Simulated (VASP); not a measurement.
# Si63N (a cell with a defect) in VASP: a series of runs

Si63N (a cell with a defect) is run at these levels: PBE; tasks: single point.

Program: VASP 6.6.1. These are calculated values, not measurements. Logs are shortened: lines on timing, memory, paths and dates and some standing lists are left out, and cuts for length are marked.

## (1) The cell of the first run

The cell holds a defect, 64 atoms: a = 10.161 Å, b = 10.690 Å, c = 14.247 Å, α = 108.32°, β = 92.88°, γ = 109.83°.

## (2) Single point, PBE, collinear spin

File INCAR:

```
ALGO = Normal
EDIFF = 1E-6
ENCUT = 520
GGA = PE
ISIF = 2
ISMEAR = 0
ISPIN = 2
LASPH = True
LCHARG = True
LELF = True
LORBIT = 11
LREAL = Auto
LVHAR = True
LWAVE = False
MAGMOM = 0.2 0 0 0 0 0 0 0 0 0 0 0 0 0 0 0 0 0 0 0 0.2 0 0 0 0 0 0 0.2 0 0 0 0 0.2 0 0 0 0 0 0 0 0 0 0 0 0 0 0 0 0 0 0 0 0 0 0.2 0 0 0 0 0 0 0 0 0
NBANDS = 170
NELECT = 256.0
NELM = 150
PREC = Accurate
SIGMA = 0.05
```

File KPOINTS:

```
k-points
0
Gamma
  1 1 1
```

File POSCAR:

```
Si63N
1.0
    6.6508880000      6.6508890000      3.8447710000
   -9.9763330000      3.3254440000      1.9223860000
    3.3254440000     -9.9763330000      9.6119280000
N Si
1 63
Direct
    0.1273338874      0.9540738878      0.9542743364
    0.3733316280      0.7073036361      0.7086486769
    0.1347849574      0.6968597050      0.2032237074
    0.6335742060      0.4545689361      0.4543037201
    0.8863303040      0.2032184616      0.2030849390
    0.3918837764      0.4572660881      0.9540811393
    0.6375192348      0.2007375571      0.7059199955
    0.1320184564      0.4549746965      0.4549247544
    0.3796586604      0.1972158566      0.1976026345
    0.1359156428      0.2098012532      0.7043275878
    0.8858934125      0.9566160594      0.4495484088
    0.6275851764      0.9564411347      0.9578938349
    0.8886770789      0.7109850197      0.7110536135
    0.3813403924      0.9528742246      0.4593998288
    0.6327829660      0.7115842067      0.2024297997
    0.8804791133      0.4469287829      0.9551560625
    0.1143277216      0.5283813995      0.0443205121
    0.3702261519      0.2980333281      0.7935071098
    0.6178110659      0.0433763079      0.5448764362
    0.1187370044      0.2942396268      0.2954657918
    0.3276214262      0.0326267726      0.0322640039
    0.1164698405      0.0490453297      0.5441608671
    0.8704836158      0.8000449467      0.2868230645
    0.6114727853      0.7977226365      0.7963538363
    0.8673966181      0.5486013844      0.5483042639
    0.3656674703      0.7943118975      0.2985612612
    0.6270263515      0.5556656492      0.0446911636
    0.1139936093      0.8191943420      0.8209890284
    0.3645941995      0.5484785700      0.5481051063
    0.8700867418      0.2870132890      0.7985269234
    0.6153705565      0.2945116166      0.2926214877
    0.8693361646      0.0425716054      0.0422853455
    0.0571099350      0.1106203856      0.9532806383
    0.2834543949      0.8887501646      0.7147444898
    0.5446545185      0.6341949699      0.4559663203
    0.0561217883      0.8817183377      0.1944864035
    0.2921672477      0.6292617271      0.9573556712
    0.0426758715      0.6357869165      0.4555703282
    0.7948423755      0.3836498823      0.2040197227
    0.5505322516      0.3835919612      0.7045903100
    0.7941533021      0.1353811661      0.4542178689
    0.2983836627      0.3830063720      0.2051315604
    0.5292141251      0.1326046273      0.9574450126
    0.0416792455      0.3886220290      0.7088375747
    0.2970007836      0.1343829251      0.4552703577
    0.7944004062      0.8829742073      0.7042923614
    0.5367241827      0.8885611017      0.2052975362
    0.8099034842      0.6384529872      0.9520049477
    0.1964831303      0.6245698444      0.8032967516
    0.4563263194      0.3674120385      0.5454657578
    0.7051091401      0.1173213329      0.2935293576
    0.2133951856      0.3513363526      0.0406597191
    0.4556231878      0.1166681453      0.7946437595
    0.2088329284      0.1140073661      0.2937544991
    0.9787594434      0.8745816287      0.0318016065
    0.7095180154      0.8651700625      0.5421232810
    0.9537220777      0.6177343445      0.2939335890
    0.4392345019      0.8679504428      0.0444610562
    0.7054610835      0.6176020994      0.7947612680
    0.1996490382      0.8681955364      0.5505758775
    0.4584993182      0.6164627851      0.2946231867
    0.9540774628      0.3674626226      0.5465538538
    0.6979036009      0.3650215595      0.0455060277
    0.9660018623      0.1083603566      0.7959516568
```

Potentials or basis: VASP PAW PBE potentials, release 64 (N, Si).

Run with:

```sh
> cat potpaw_PBE.64/N/POTCAR potpaw_PBE.64/Si/POTCAR > POTCAR
> mpirun -np 1 vasp_gam > vasp.out
```

OUTCAR:

```text
EDIFF = 1E-6
   ENCUT = 520
   GGA = PE
   ISIF = 2
   ISMEAR = 0
   ISPIN = 2
   LASPH = True
   LORBIT = 11
   LREAL = Auto
   NELECT = 256.0
   NELM = 150
   PREC = Accurate

 ion  position               nearest neighbor table
   1  0.127  0.954  0.954-  28 1.96  21 2.03  55 2.03  33 2.03
   2  0.373  0.707  0.709-  29 2.36  24 2.39  34 2.39  49 2.40
   3  0.135  0.697  0.203-  17 2.36  26 2.36  57 2.38  36 2.40
   4  0.634  0.455  0.454-  31 2.35  35 2.38  50 2.38  25 2.38
   5  0.886  0.203  0.203-  32 2.35  20 2.36  51 2.39  39 2.41
   6  0.392  0.457  0.954-  18 2.33  27 2.37  37 2.37  52 2.41
[... 24 lines left out ...]
  31  0.615  0.295  0.293-   4 2.35  51 2.37  39 2.37   9 2.40
  32  0.869  0.043  0.042-   5 2.35  33 2.38  55 2.38  12 2.41
  33  0.057  0.111  0.953-   1 2.03  64 2.37  32 2.38  52 2.39  55 2.96
  34  0.283  0.889  0.715-  53 2.34  60 2.37   2 2.39  28 2.43
  35  0.545  0.634  0.456-  56 2.34  61 2.34   4 2.38  29 2.40
  36  0.056  0.882  0.194-  54 2.35  55 2.38   3 2.40  23 2.43
  37  0.292  0.629  0.957-  49 2.33  58 2.35   6 2.37  17 2.39
  38  0.043  0.636  0.456-  60 2.35  57 2.36  25 2.38   8 2.40
  39  0.795  0.384  0.204-  63 2.34  57 2.35  31 2.37   5 2.41
[... 13 lines left out ...]
  53  0.456  0.117  0.795-  34 2.34  43 2.34   7 2.38  18 2.38
  54  0.209  0.114  0.294-  45 2.34  36 2.35   9 2.37  20 2.39
  55  0.979  0.875  0.032-   1 2.03  36 2.38  48 2.38  32 2.38  33 2.96
  56  0.710  0.865  0.542-  35 2.34  46 2.35  19 2.38  11 2.40
  57  0.954  0.618  0.294-  39 2.35  38 2.36   3 2.38  23 2.40
  58  0.439  0.868  0.044-  37 2.35  47 2.36  12 2.41  21 2.44
  59  0.705  0.618  0.795-  48 2.34  40 2.34  13 2.37  24 2.42
  60  0.200  0.868  0.551-  38 2.35  34 2.37  22 2.38  14 2.40
  61  0.458  0.616  0.295-  35 2.34  42 2.35  26 2.38  15 2.40
  62  0.954  0.367  0.547-  44 2.35  41 2.35  25 2.38   8 2.39
  63  0.698  0.365  0.046-  39 2.34  43 2.37  27 2.38  16 2.39
  64  0.966  0.108  0.796-  46 2.34  33 2.37  10 2.39  30 2.41

  LATTYP: Found a triclinic cell.
 ALAT       =    10.1612449887
 B/A-ratio  =     3.0241273988
 C/A-ratio  =     1.1803256044
 COS(alpha) =     0.0006103648
 COS(beta)  =     0.5449076326
 COS(gamma) =     0.7560318497

  Lattice vectors:

 A1 = (  -6.6508880000,  -6.6508890000,  -3.8447710000)
 A2 = ( -26.6035530000,  -0.0000010000, -15.3790840000)
 A3 = (   3.3254450000,  -9.9763330000,  -5.7671570000)

Analysis of symmetry for initial positions (statically):
=====================================================================
 Subroutine PRICEL returns:
 Original cell was already a primitive cell.

 Routine SETGRP: Setting up the symmetry group for a
 triclinic supercell.

 Subroutine GETGRP returns: Found  1 space group operations
 (whereof  1 operations were pure point group operations)
 out of a pool of  2 trial point group operations.

The static configuration has the point symmetry C_1 .

Analysis of symmetry for dynamics (positions and initial velocities):
=====================================================================
 Subroutine PRICEL returns:
 Original cell was already a primitive cell.

 Routine SETGRP: Setting up the symmetry group for a
 triclinic supercell.

 Subroutine GETGRP returns: Found  1 space group operations
 (whereof  1 operations were pure point group operations)
 out of a pool of  2 trial point group operations.

The dynamic configuration has the point symmetry C_1 .

Analysis of structural, dynamic, and magnetic symmetry:
=====================================================================
 Subroutine PRICEL returns:
 Original cell was already a primitive cell.

 Routine SETGRP: Setting up the symmetry group for a
 triclinic supercell.

 Subroutine GETGRP returns: Found  1 space group operations
 (whereof  1 operations were pure point group operations)
 out of a pool of  2 trial point group operations.

[... 195 lines left out ...]
   LNONCOLLINEAR =      F non collinear calculations
   LSORBIT =      F    spin-orbit coupling
[... 42 lines left out ...]
  ---------------------------------------------------
  free energy    TOTEN  =      -346.68352896 eV

  energy without entropy =     -346.68352896  energy(sigma->0) =     -346.68352896

 E-fermi :   5.1439     XC(G=0):  -9.0547

 val. band max:        4.9145181219   @ k =   0.0000   0.0000   0.0000
 cond. band min:       5.4123615174   @ k =   0.0000   0.0000   0.0000
 fundamental gap:      0.4978433954
 Fermi energy:         5.1439106614

 spin component 1

 k-point     1 :       0.0000    0.0000    0.0000
  band No.  band energies     occupation
      1     -11.4028      1.00000
      2      -6.5004      1.00000
      3      -5.9255      1.00000
      4      -5.8170      1.00000
      5      -5.5042      1.00000
      6      -5.4323      1.00000
[... 132 lines left out ...]
    139       6.6986      0.00000
    140       6.7846      0.00000
 Fermi energy:         5.1439106614

 spin component 2

 k-point     1 :       0.0000    0.0000    0.0000
  band No.  band energies     occupation
      1     -11.4027      1.00000
      2      -6.5004      1.00000
      3      -5.9255      1.00000
      4      -5.8170      1.00000
      5      -5.5042      1.00000
      6      -5.4323      1.00000
[... 132 lines left out ...]
    139       6.6986      0.00000
    140       6.7846      0.00000
 [bands above 140 left out]

------------------------ aborting loop because EDIFF is reached ----------------------------------------

  FORCE on cell =-STRESS in cart. coord.  units (eV):
  Direction    XX          YY          ZZ          XY          YZ          ZX
  --------------------------------------------------------------------------------------
  -------------------------------------------------------------------------------------
  Total      -19.4486436    -13.9300042     -8.2450639     -6.7102552     -4.7766861     -4.5267365
  in kB      -22.9023505    -16.4037064     -9.7092294     -7.9018681     -5.6249341     -5.3305983
  external PRESSURE =     -16.3384288 kB  Pullay stress =       0.0000000 kB

 VOLUME and BASIS-vectors are now :
 -----------------------------------------------------------------------------
  energy-cutoff  :      520.00
  volume of cell :     1360.57
      direct lattice vectors                 reciprocal lattice vectors
     6.650888000  6.650889000  3.844771000     0.037588962  0.075177924  0.065023377
    -9.976333000  3.325444000  1.922386000    -0.075177924  0.037588958  0.065023369
     3.325444000 -9.976333000  9.611928000     0.000000004 -0.037588961  0.065023374

 POSITION                                       TOTAL-FORCE (eV/Angst)
 -----------------------------------------------------------------------------------
     -5.49789     -5.50056     11.49608         0.007740      0.033207      0.135373
     -2.21674     -2.23463      9.60657         0.047701     -0.025559      0.003736
     -5.37986      1.18638      3.81122         0.037006     -0.007012      0.006183
      1.18966      1.19319      7.67654        -0.134314     -0.122902     -0.018925
      4.54286      4.54463      5.75044         0.002358      0.027975     -0.008628
      1.21728     -5.39124     11.55630        -0.017550      0.025816     -0.029942
[... 56 lines left out ...]
      1.15143      5.40155      3.82239        -0.054701     -0.019815      0.059682
      7.99062     -1.15556     11.57300        -0.013398      0.084006     -0.156179
 -----------------------------------------------------------------------------------
    total drift:                               -0.001278     -0.017256      0.015687

  FREE ENERGIE OF THE ION-ELECTRON SYSTEM (eV)
  ---------------------------------------------------
  free  energy   TOTEN  =      -346.6835289550 eV

  energy  without entropy=     -346.6835289550  energy(sigma->0) =     -346.68352896

 total charge

# of ion       s       p       d       tot
------------------------------------------
    1        1.234   2.419   0.000   3.652
    2        0.748   0.914   0.000   1.662
    3        0.750   0.918   0.000   1.669
    4        0.749   0.922   0.000   1.670
    5        0.749   0.915   0.000   1.664
    6        0.751   0.920   0.000   1.671
[... 56 lines left out ...]
   63        0.754   0.920   0.000   1.674
   64        0.754   0.917   0.000   1.670
--------------------------------------------------
tot         48.625  59.898   0.000 108.524

 magnetization (x)

# of ion       s       p       d       tot
------------------------------------------
    1       -0.000   0.000   0.000   0.000
    2       -0.000  -0.000   0.000  -0.000
    3       -0.000   0.000   0.000   0.000
    4        0.000   0.000   0.000   0.000
    5        0.000  -0.000   0.000  -0.000
    6       -0.000  -0.000   0.000  -0.000
[... 56 lines left out ...]
   63       -0.000  -0.000   0.000  -0.000
   64       -0.000  -0.000   0.000  -0.000
--------------------------------------------------
tot         -0.000  -0.000   0.000  -0.000
```

Run time: 32 min. Hardware: 1 thread of Intel Xeon 8259CL, shared host; peak memory 1.6 GiB.

Results:

* Free energy: -346.6835 eV
* Largest force: 0.397 eV/Å
* Net moment: 0.00 μB per cell
* Valence electrons inside the program's atomic spheres: N 3.65; Si 1.66, 1.67, 1.65, 1.68, 1.57, 1.58, 1.60, 1.69 (each value once)

Forces in eV/Å, atoms in the order of the input:
```
N    0.008  0.033  0.135
Si   0.048 -0.026  0.004
Si   0.037 -0.007  0.006
Si  -0.134 -0.123 -0.019
Si   0.002  0.028 -0.009
Si  -0.018  0.026 -0.030
Si   0.036 -0.026 -0.015
Si  -0.005  0.014 -0.001
Si  -0.244 -0.261  0.029
Si  -0.018  0.016  0.014
Si  -0.004  0.035  0.007
Si   0.036 -0.001 -0.008
Si  -0.184 -0.146 -0.018
Si   0.028 -0.011  0.010
Si   0.015  0.021 -0.011
Si   0.011  0.009 -0.003
Si  -0.022 -0.050 -0.023
Si  -0.025  0.014  0.022
Si   0.006 -0.015  0.010
Si   0.006  0.008  0.010
Si   0.221  0.176 -0.278
Si  -0.021 -0.001 -0.019
Si  -0.034 -0.054 -0.034
Si  -0.007  0.004 -0.006
Si   0.170  0.162  0.031
Si   0.008 -0.014 -0.014
Si  -0.019 -0.028  0.052
Si   0.254  0.243  0.138
Si  -0.012  0.001  0.012
Si  -0.013 -0.018  0.023
Si   0.154  0.163 -0.028
Si  -0.089 -0.094 -0.029
Si   0.016 -0.017  0.006
Si  -0.096  0.059  0.097
Si  -0.015  0.005  0.002
Si   0.100  0.011  0.145
Si   0.012 -0.005 -0.007
Si  -0.029 -0.015  0.030
Si  -0.031  0.028 -0.026
Si   0.027 -0.005  0.008
Si  -0.008 -0.020  0.020
Si  -0.051 -0.023  0.017
Si  -0.071  0.091 -0.134
Si   0.019 -0.021 -0.036
Si   0.025 -0.025  0.004
Si  -0.065 -0.020 -0.019
Si  -0.023 -0.050  0.050
Si   0.078 -0.014 -0.155
Si   0.055 -0.027  0.107
Si   0.008 -0.021 -0.008
Si   0.037 -0.035 -0.029
Si  -0.021  0.112  0.191
Si  -0.034  0.007  0.017
Si  -0.012 -0.033 -0.022
Si  -0.003 -0.013  0.032
Si  -0.014 -0.003 -0.006
Si  -0.014  0.034 -0.007
Si   0.088 -0.044 -0.120
Si  -0.042 -0.084  0.026
Si  -0.039  0.011 -0.038
Si  -0.020  0.009 -0.005
Si   0.000 -0.035  0.000
Si  -0.055 -0.020  0.060
Si  -0.013  0.084 -0.156
```

Caveat: the k points lie up to 0.67 Å⁻¹ apart; the cell carries a net charge on a neutralising background, which shifts energy and pressure; the cell is charged against a uniform background, so pressure and absolute levels hang on convention.

## (3) Single point, PBE, collinear spin

File INCAR:

```
SYSTEM = Si63N
  PREC = Accurate
  ENCUT = 520
  EDIFF = 1E-6
  ISMEAR = 0
  SIGMA = 0.05
  LREAL = Auto
  LASPH = .True.
  NELM = 150
  ALGO = Normal
  ISIF = 2
  LWAVE = .False.
  LCHARG = .False.
  ISPIN = 2
  MAGMOM = 0.05 0 0 0.01 0 0 0 0 0.01 0 0 0 0.01 0 0 0 0 0 0 0 0.03 0 0 0.01 0.02 0 0 0.02 0 0 0.02 0 0.01 0.01 0 0 0.01 0 0 0 0 0 0 0 0 0 0 0 0 0 0 0 0 0 0.01 0 0 0 0 0 0 0 0 0
  LORBIT = 11
  GGA = PE
  NBANDS = 170
```

File KPOINTS:

```
regular mesh
0
Gamma
  1 1 1
  0 0 0
```

POSCAR is that of step 2.

Potentials or basis: VASP PAW PBE potentials, release 64 (N, Si).

Run with:

```sh
> cat potpaw_PBE.64/N/POTCAR potpaw_PBE.64/Si/POTCAR > POTCAR
> mpirun -np 1 vasp_gam > vasp.out
```

Run time: 26 min. Hardware: 1 thread of Intel Xeon Platinum 8259CL at 2.50GHz (Skylake/Cascade Lake), shared host; peak memory 1.6 GiB.

The run converged. Its results:

```yaml
Free_energy: -341.2616 eV
Pressure: -0.5 GPa
Largest_force: 0.031 eV/Å
Net_moment: 0.98 μB per cell
Site_moments: N +0.05; Si +0.00, +0.01, -0.00, +0.05, +0.02, +0.04 (each value once) μB
Valence_electrons_inside_the_program's_atomic_spheres: N 3.66; Si 1.67, 1.68, 1.66, 1.58, 1.60, 1.69 (each value once)
```

Forces in eV/Å, atoms in the order of the input:
```
N   -0.017 -0.003  0.002
Si   0.006  0.008  0.014
Si   0.000 -0.005 -0.002
Si   0.001  0.004 -0.003
Si   0.006  0.006 -0.001
Si  -0.013 -0.005  0.001
Si   0.004 -0.012  0.000
Si   0.003  0.009 -0.003
Si  -0.013 -0.003  0.012
Si  -0.003  0.005 -0.001
Si  -0.008  0.004 -0.002
Si   0.004  0.004  0.000
Si  -0.001 -0.005 -0.011
Si   0.013 -0.002 -0.009
Si  -0.008  0.000  0.006
Si  -0.002 -0.006  0.014
Si   0.004  0.001 -0.003
Si  -0.009  0.006  0.002
Si   0.003 -0.008  0.006
Si  -0.007 -0.003  0.014
Si   0.024  0.010  0.016
Si  -0.001 -0.003  0.000
Si   0.003 -0.005 -0.001
Si   0.008 -0.003 -0.009
Si   0.002 -0.001  0.001
Si   0.007 -0.002 -0.002
Si  -0.008  0.003 -0.004
Si   0.016  0.008 -0.025
Si   0.000 -0.005  0.009
Si   0.000 -0.005 -0.004
Si  -0.005 -0.008  0.007
Si  -0.011 -0.015 -0.025
Si   0.010  0.004  0.016
Si  -0.006  0.007 -0.001
Si   0.013  0.011 -0.009
Si   0.012 -0.006  0.023
Si   0.007 -0.001 -0.001
Si  -0.011 -0.005  0.001
Si  -0.014 -0.003  0.004
Si  -0.005 -0.002  0.005
Si  -0.003 -0.001  0.003
Si   0.006  0.010  0.000
Si   0.001  0.003 -0.002
Si   0.006  0.002  0.011
Si  -0.003  0.000 -0.003
Si   0.009  0.003 -0.004
Si   0.002 -0.002 -0.018
Si  -0.002 -0.012 -0.019
Si  -0.003 -0.003  0.004
Si   0.009  0.008 -0.005
Si   0.002 -0.011 -0.002
Si  -0.004  0.009  0.013
Si  -0.009 -0.005  0.005
Si   0.001  0.009 -0.002
Si   0.003  0.015  0.001
Si  -0.003 -0.014  0.007
Si   0.010  0.006  0.003
Si  -0.007  0.007 -0.004
Si   0.003  0.009  0.002
Si   0.001  0.002  0.006
Si  -0.004  0.000 -0.003
Si  -0.006 -0.012  0.003
Si  -0.005  0.002 -0.016
Si  -0.008  0.000 -0.017
```

Stress tensor (GPa, compression positive):
```
-1.30 -0.75 -0.52
-0.75 -0.70 -0.54
-0.52 -0.54  0.55
```

Levels at points of the mesh, in eV from the Fermi level:
Spin up:
| k point | band 127 | band 128 | band 129 | band 130 | band 131 | band 132 |
| --- | --- | --- | --- | --- | --- | --- |
| (0.00, 0.00, 0.00) | -0.71 | -0.64 | -0.08 | 0.62 | 0.65 | 0.66 |
Spin down:
```csv
k point,band 126,band 127,band 128,band 129,band 130,band 131
"(0.00, 0.00, 0.00)",-0.78,-0.70,-0.63,0.08,0.64,0.66
```

Caveat: the k points lie up to 0.67 Å⁻¹ apart.

(Part 1 of 2 ends here.)
